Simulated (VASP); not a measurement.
# Tl12Cl11 (a cell with a defect) in VASP: single point with PBEsol

Aim: the single point of Tl12Cl11 (a cell with a defect) with PBEsol.

Program: VASP 6.6.1. These are calculated values, not measurements. Logs are shortened: lines on timing, memory, paths and dates and some standing lists are left out, and cuts for length are marked.

### Step 1. The cell of the first run

The cell holds a defect, 23 atoms: a = 9.233 Å, b = 9.233 Å, c = 9.233 Å, α = 80.41°, β = 70.53°, γ = 60.00°.

### Step 2. Single point, PBEsol

INCAR reads:

```
  ALGO = Normal
  EDIFF = 1E-6
  ENCUT = 400
  GGA = PS
  GGA_COMPAT = False
  ISIF = 2
  ISMEAR = 0
  KPAR = 4
  LASPH = True
  LCHARG = False
  LREAL = False
  LWAVE = False
  NBANDS = 134
  NELECT = 232.0
  NELM = 120
  PREC = Accurate
  SIGMA = 0.05
```

KPOINTS reads:

```
k-points
0
Gamma
  4 4 4
```

POSCAR reads:

```
Tl12Cl11
1.0
   -3.7693046137     -7.5386092274     -3.7693046137
    3.7693046137     -3.7693046137     -7.5386092274
    3.7693046137     -7.5386092274      3.7693046137
Tl Cl
12 11
Direct
    0.6654266964      0.6702545763      0.0037458501
    0.5918549251      0.3333333675      0.2338469798
    0.5016766204     -0.0148138730      0.4917580801
    0.4149901181      0.6814805196      0.7582418491
    0.3248117691      0.3333333675      0.0161529795
    0.2512399979     -0.0035878413      0.2462541092
    0.0648957898      0.3333333675      0.7585117928
    1.0023478830     -0.0035879297      0.0037459164
    0.7631372481     -0.0148138730      0.7582419154
    0.1535293578      0.6814805196      0.4917581464
    0.9143188032      0.6702544878      0.2462541092
    0.8517708381      0.3333333675      0.4914882027
    0.5401644446      0.6603115398      0.3807707647
    0.3765021833      0.0063551952      0.8692292308
    0.2905825996      0.6688348626      0.1249999796
    0.2129771489      0.3333333675      0.3760066896
    0.1248334149      0.0003331295      0.6250000309
    0.9583333321      0.3333333675      0.1250000460
    0.8671426169      0.0063551952      0.3807707647
    0.6260840947     -0.0021681276      0.1249999796
    0.0495240110      0.6603115398      0.8692292308
    0.7918331910      0.6663335170      0.6250000309
    0.7036894791      0.3333333675      0.8739933058
```

Potentials or basis: VASP PAW PBE potentials, release 64 (Tl_d, Cl).

The run is started by

```console
> cat potpaw_PBE.64/Tl_d/POTCAR potpaw_PBE.64/Cl/POTCAR > POTCAR
> mpirun -np 4 vasp_std > vasp.out
```

OUTCAR:

```text
EDIFF = 1E-6
   ENCUT = 400
   GGA = PS
   ISIF = 2
   ISMEAR = 0
   LASPH = True
   LREAL = False
   NELECT = 232.0
   NELM = 120
   PREC = Accurate

 ion  position               nearest neighbor table
   1  0.665  0.670  0.004-  20 3.21  18 3.27  15 3.27  13 3.28  22 3.30  21 3.30  14 3.31  23 3.33
                             9 3.67   2 3.69   4 3.70   7 3.70  11 3.70   6 3.71
   2  0.592  0.333  0.234-  23 3.13  18 3.19  15 3.25  20 3.25  13 3.27  19 3.27  16 3.30   5 3.66
                             1 3.69   8 3.69  12 3.90  10 3.94   3 3.94
   3  0.502  0.985  0.492-  13 3.14  20 3.20  17 3.22  22 3.23  19 3.28  16 3.28  14 3.29   4 3.63
                            11 3.67   6 3.70   2 3.94   7 3.96   9 3.98
   4  0.415  0.681  0.758-  14 3.14  15 3.20  22 3.22  17 3.23  21 3.28  23 3.28  13 3.29   3 3.63
                             8 3.67   1 3.70   5 3.94  12 3.96  10 3.98
   5  0.325  0.333  0.016-  16 3.13  18 3.19  15 3.25  20 3.25  21 3.27  14 3.27  23 3.30   2 3.66
                            11 3.69   6 3.69   7 3.90   4 3.94   9 3.94
   6  0.251  0.996  0.246-  15 3.21  18 3.27  20 3.27  14 3.28  17 3.30  19 3.30  13 3.31  16 3.33
                            10 3.67   5 3.69   3 3.70  12 3.70   8 3.70   1 3.71
   7  0.065  0.333  0.759-  23 3.14  18 3.19  22 3.22  17 3.22  21 3.27  14 3.27  16 3.34  12 3.63
                             1 3.70   8 3.70   5 3.90  10 3.96   3 3.96
   8  0.002  0.996  0.004-  15 3.21  18 3.27  20 3.27  19 3.28  17 3.30  14 3.30  21 3.31  23 3.33
                             4 3.67   2 3.69   9 3.70   7 3.70   6 3.70  11 3.71
   9  0.763  0.985  0.758-  21 3.14  20 3.20  17 3.22  22 3.23  14 3.28  23 3.28  19 3.29  10 3.63
[... 25 lines left out ...]
  22  0.792  0.666  0.625-   4 3.22  10 3.22  12 3.22   7 3.22   3 3.23   9 3.23   1 3.30  11 3.30

  23  0.704  0.333  0.874-   2 3.13   7 3.14   4 3.28   9 3.28   5 3.30   1 3.33   8 3.33  12 3.34

  LATTYP: Found a base centered monoclinic cell.
 ALAT       =     9.2328729887
 B/A-ratio  =     1.7320508076
 C/A-ratio  =     1.0000000000
 COS(beta)  =    -0.3333333333

  Lattice vectors:

 A1 = (   7.5386092274,   3.7693046137,  -3.7693046137)
 A2 = (  -3.7693046137,   3.7693046137,   7.5386092274)
 A3 = (   3.7693046137,  -7.5386092274,   3.7693046137)

Analysis of symmetry for initial positions (statically):
=====================================================================
 Subroutine PRICEL returns:
 Original cell was already a primitive cell.

 Routine SETGRP: Setting up the symmetry group for a
 base centered monoclinic supercell.

 Subroutine GETGRP returns: Found  4 space group operations
 (whereof  1 operations were pure point group operations)
 out of a pool of  4 trial point group operations.

The static configuration has the point symmetry C_1 .
 The point group associated with its full space group is C_2h.

Analysis of symmetry for dynamics (positions and initial velocities):
=====================================================================
[... 167 lines left out ...]
   ISMEAR =     0;   SIGMA  =   0.05  broadening in eV -4-tet -1-fermi 0-gaus
   EFERMI_NEDOS =   21; number of points for ismear=-14 and -15
   IALGO  =     38    algorithm
   IMIX   =      4    mixing-type and parameters
     AMIX     =   0.40;   BMIX     =  1.00
     AMIX_MAG =   1.60;   BMIX_MAG =  1.00
  volume/ion in A,a.u.               =      27.94       188.55
  Fermi-wavevector in a.u.,A,eV,Ry     =   1.165688  2.202832 18.488000  1.358830
  Thomas-Fermi vector in A             =   2.302211
   LORBIT       =      0    0 simple, 1 ext, 2 COOP (PROOUT), +10 PAW based schemes
   GGA     = PS    functional components
   LHFCALC =     F    Hartree Fock is set to
   AEXX    =    0.0000 exact exchange contribution
   IVDW    =     0    specifies the selected vdW correction
   LEPSILON=     F    determine dielectric tensor
   LRPA    =     F    only Hartree local field effects (RPA)
 non-spin polarized calculation
 Gauss-broadening in eV      SIGMA  =   0.05
  energy-cutoff  :      400.00
  volume of cell :      642.64
 maximum number of plane-waves:     11699
   NGX = 31   NGY = 31   NGZ = 31

 number of electron     232.0000002 magnetization

 Free energy of the ion-electron system (eV)
  ---------------------------------------------------
  ext. energy  EPLUGINS =         0.00000000
  ---------------------------------------------------
  free energy    TOTEN  =       -77.87636395 eV

  energy without entropy =      -77.87636395  energy(sigma->0) =      -77.87636395

 E-fermi :   3.1451     XC(G=0):  -9.3487

 val. band max:        2.9095850419   @ k =   0.5000  -0.0000   0.5000
 cond. band min:       4.6542842072   @ k =   0.5000  -0.0000   0.5000
 fundamental gap:      1.7446991653
 Fermi energy:         3.1450601272

 k-point     1 :       0.0000    0.0000    0.0000
  band No.  band energies     occupation
      1     -11.1267      2.00000
      2     -10.8598      2.00000
      3     -10.8528      2.00000
      4     -10.8054      2.00000
      5     -10.8021      2.00000
      6     -10.7857      2.00000
[... 3133 lines left out ...]
    127       6.8186      0.00000
    128       6.9455      0.00000
 [bands above 128 left out]

------------------------ aborting loop because EDIFF is reached ----------------------------------------

  FORCE on cell =-STRESS in cart. coord.  units (eV):
  Direction    XX          YY          ZZ          XY          YZ          ZX
  --------------------------------------------------------------------------------------
  -------------------------------------------------------------------------------------
  Total       -8.8405849     -8.7823452     -8.8405849     -0.0168208     -0.0168208      0.0345920
  in kB      -22.0407632    -21.8955637    -22.0407632     -0.0419365     -0.0419364      0.0862425
  external PRESSURE =     -21.9923633 kB  Pullay stress =       0.0000000 kB

 VOLUME and BASIS-vectors are now :
 -----------------------------------------------------------------------------
  energy-cutoff  :      400.00
  volume of cell :      642.64
      direct lattice vectors                 reciprocal lattice vectors
    -3.769304614 -7.538609227 -3.769304614    -0.110542052 -0.066325231 -0.022108410
     3.769304614 -3.769304614 -7.538609227     0.088433642  0.000000000 -0.088433642
     3.769304614 -7.538609227  3.769304614     0.066325231 -0.066325231  0.066325231

 POSITION                                       TOTAL-FORCE (eV/Angst)
 -----------------------------------------------------------------------------------
      0.03232     -7.57102     -7.54686        -0.004078      0.007207     -0.008256
     -0.09301     -7.48108     -3.86231        -0.000960     -0.002811     -0.000960
      3.67608    -11.20258     -7.46432         0.011388     -0.011618      0.004404
      3.86253    -11.41325     -3.84360        -0.011388      0.011618     -0.004404
      0.09301     -3.82684     -3.67630         0.000960      0.002811      0.000960
      3.73699     -7.50619     -7.53036         0.004078     -0.007207      0.008256
[... 15 lines left out ...]
      1.88277    -13.19257     -5.65207         0.002724      0.000000     -0.002724
      1.89836    -13.14997     -1.87094        -0.001482      0.005607     -0.001482
 -----------------------------------------------------------------------------------
    total drift:                               -0.001540     -0.001142     -0.005238

  FREE ENERGIE OF THE ION-ELECTRON SYSTEM (eV)
  ---------------------------------------------------
  free  energy   TOTEN  =       -77.8763639524 eV

  energy  without entropy=      -77.8763639524  energy(sigma->0) =      -77.87636395
```

stdout:

```text
POSCAR found type information on POSCAR TlCl
 POSCAR found :  2 types and      23 ions
 scaLAPACK will be used
 -----------------------------------------------------------------------------
|                                                                             |
[... 20 lines left out ...]
 FFT: planning ... GRID_SOFT
 FFT: planning ... GRID
 WAVECAR not read
 entering main loop
 the old and the new charge density differ
 old charge density:   233.00000 new  232.00000
BRMIX: very serious problems
 the old and the new charge density differ
 old charge density:   233.00000 new  232.00000
BRMIX: very serious problems
 the old and the new charge density differ
 old charge density:   233.00000 new  232.00000
BRMIX: very serious problems
 the old and the new charge density differ
 old charge density:   233.00000 new  232.00000
    0.119E+01
```

Wall time 11 min (4 MPI ranks of AMD EPYC 7R13 (Zen 3), shared host); peak memory 1.1 GiB.

What came out:

```yaml
Free_energy: -77.8764 eV
Largest_force: 0.017 eV/Å
```

Forces in eV/Å, atoms in the order of the input:
```
Tl  -0.004  0.007 -0.008
Tl  -0.001 -0.003 -0.001
Tl   0.011 -0.012  0.004
Tl  -0.011  0.012 -0.004
Tl   0.001  0.003  0.001
Tl   0.004 -0.007  0.008
Tl  -0.003  0.003 -0.003
Tl  -0.008  0.007 -0.004
Tl  -0.004  0.012 -0.011
Tl   0.004 -0.012  0.011
Tl   0.008 -0.007  0.004
Tl   0.003 -0.003  0.003
Cl   0.004  0.000  0.011
Cl  -0.004  0.000 -0.011
Cl   0.010  0.000 -0.010
Cl   0.001 -0.006  0.001
Cl  -0.003  0.000  0.003
Cl   0.000  0.000  0.000
Cl   0.011  0.000  0.004
Cl  -0.010  0.000  0.010
Cl  -0.011  0.000 -0.004
Cl   0.003  0.000 -0.003
Cl  -0.001  0.006 -0.001
```

Caveat: the cell carries a net charge on a neutralising background, which shifts energy and pressure; the cell is charged against a uniform background, so pressure and absolute levels hang on convention; the PAW data sets were made with another functional, which shifts forces and pressure a little; spin-orbit coupling is left out, which moves the levels of the heavy elements.
